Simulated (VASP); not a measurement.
Set up this calculation in VASP 6.6.1, as the native input.

| Item | Value |
| --- | --- |
| Task | single point |
| Functional | PBEsol |
| Potentials or basis | VASP PAW PBE potentials, release 64 (Sn_d, Se) |
| Cutoff | 520 eV |
| k mesh | 6 × 6 × 4 |
| Occupations | gaussian, width 0.05 eV |
| Spin | no spin polarisation |
| Dipole correction | no |
| Further INCAR settings | ALGO = Normal; EDIFF = 1e-07; NBANDS = 28 |

The structure of SnSe lies in POSCAR:

```
SnSe
1.0
    4.2853274191      0.0000000000      0.0000000000
    0.0000000000      4.2853274191      0.0000000000
    0.0000000000      0.0000000000     10.9906921300
Sn Se
2 2
Direct
    0.5000000000      0.0000000000      0.3631305019
    0.0000000000      0.5000000000      0.6186722819
    0.5000000000      0.0000000000      0.6160394900
    0.0000000000      0.5000000000      0.3839605100
```

This cell differs from its parent crystal: all Sn atoms moved -0.100 Å, as atom 1 towards its neighbour atom 3 (Se) at 2.680 Å.

The input as run:

INCAR

```
PREC = Accurate ; ENCUT = 520
EDIFF = 1E-7 ; ISMEAR = 0
SIGMA = 0.05 ; LREAL = False
LASPH = True ; NELM = 60
ALGO = Normal ; ISIF = 2
LWAVE = False ; LCHARG = True
GGA = PS ; LELF = True
LVHAR = True ; NBANDS = 28
```

KPOINTS

```
regular mesh
0
Gamma
  6 6 4
```

Potentials or basis: VASP PAW PBE potentials, release 64 (Sn_d, Se).

Launch:

```sh
$ cat potpaw_PBE.64/Sn_d/POTCAR potpaw_PBE.64/Se/POTCAR > POTCAR
$ mpirun -np 1 vasp_std > vasp.out
```

Results of the run:

```
Largest force          : 0.893 eV/Å
Band gap on the k mesh : 1.37 eV (least direct gap 1.39 eV)
```

Caveat: the cell differs from its parent crystal (all Sn atoms moved -0.100 Å, as atom 1 towards its neighbour atom 3 (Se) at 2.680 Å); the PAW data sets were made with another functional, which shifts forces and pressure a little; spin-orbit coupling is left out, which moves the levels of the heavy elements.

It took 4.4 min on 1 thread of Intel Xeon 8259CL, on a shared host, peak memory 0.37 GiB.
